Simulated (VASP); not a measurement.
**HfN: single point with PBE**

HfN:

```
Hf N
1.0
     0.00000    2.51472    2.51472
     2.51472    0.00000    2.51472
     2.51472    2.51472    0.00000
Hf N
1 1
Direct
  0.00000 0.00000 0.00000
  0.75000 0.75000 0.75000
```

```
Program             : VASP 6.6.1
Task                : single point
Functional          : PBE
Potentials or basis : VASP PAW PBE potentials, release 64 (Hf_pv, N)
Cutoff              : 520 eV
k mesh              : 8 × 8 × 8
Occupations         : fermi-dirac, width 0.05 eV
Spin                : no spin polarisation
```

| Item | Value |
| --- | --- |
| Pressure | -12.4 GPa |

Levels at points of the mesh, in eV from the Fermi level:
| k point | band 4 | band 5 | band 6 | band 7 | band 8 | band 9 | band 10 | band 11 | band 12 | band 13 |
| --- | --- | --- | --- | --- | --- | --- | --- | --- | --- | --- |
| (0.00, 0.00, 0.00) | -15.77 | -5.09 | -5.09 | -5.09 | -0.86 | 2.11 | 2.11 | 6.14 | 6.14 | 6.14 |
| (0.50, 0.00, 0.00) | -14.83 | -5.51 | -4.56 | -4.56 | 1.43 | 2.55 | 2.55 | 4.01 | 4.86 | 4.86 |
| (0.50, 0.50, 0.00) | -14.52 | -6.47 | -3.48 | -3.48 | -1.06 | 2.02 | 3.70 | 4.29 | 4.29 | 9.31 |

Run time: 13 s on 1 thread of Intel(R) Xeon(R) Platinum 8375C CPU @ 2.90GHz (Ice Lake), with other jobs on the host, peak memory 0.16 GiB.

Caveat: spin-orbit coupling is left out, which moves the levels of the heavy elements.
